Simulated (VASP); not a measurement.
InSe, 4 atoms in the cell. The structure is trigonal, space group R3m (No. 160). The conventional cell has a = 4.044 Å, b = 4.044 Å, c = 26.046 Å, α = 90.00°, β = 90.00°, γ = 120.00°. In (site symmetry 3m) has 3 Se at 2.65 Å and 1 In at 2.80 Å within 3.5 Å. In (site symmetry 3m) has 3 Se at 2.65 Å and 1 In at 2.80 Å within 3.5 Å. Se (site symmetry 3m) has 3 In at 2.65 Å within 3.5 Å. Within 3.5 Å of Se (site symmetry 3m) lie 3 In at 2.65 Å. 

* Program: VASP 6.6.1
* Task: single point
* Functional: r2SCAN
* Potentials or basis: VASP PAW PBE potentials, release 64 (In_d, Se)
* Cutoff: 520 eV
* k mesh: 9 × 9 × 9
* Occupations: gaussian, width 0.02 eV
* Spin: no spin polarisation
* Dipole correction: no
* Further INCAR settings: ALGO = Normal; EDIFF = 1e-06; NBANDS = 27

Potentials or basis: VASP PAW PBE potentials, release 64 (In_d, Se).

The run is started by

```sh
$ cat potpaw_PBE.64/In_d/POTCAR potpaw_PBE.64/Se/POTCAR > POTCAR
$ cp INCAR.step1 INCAR
$ mpirun -np 1 vasp_std > vasp.out
$ cp INCAR.step2 INCAR
$ mpirun -np 1 vasp_std > vasp.out
```

Hardware: 1 thread of AMD EPYC 9R45 96-Core Processor (Zen 5) (shared host).

Q: How long does it take, and how much memory?

A: Run time: 87 min on 1 thread of AMD EPYC 9R45 96-Core Processor (Zen 5), with other jobs on the host, peak memory 0.89 GiB. Counts: k points 85.
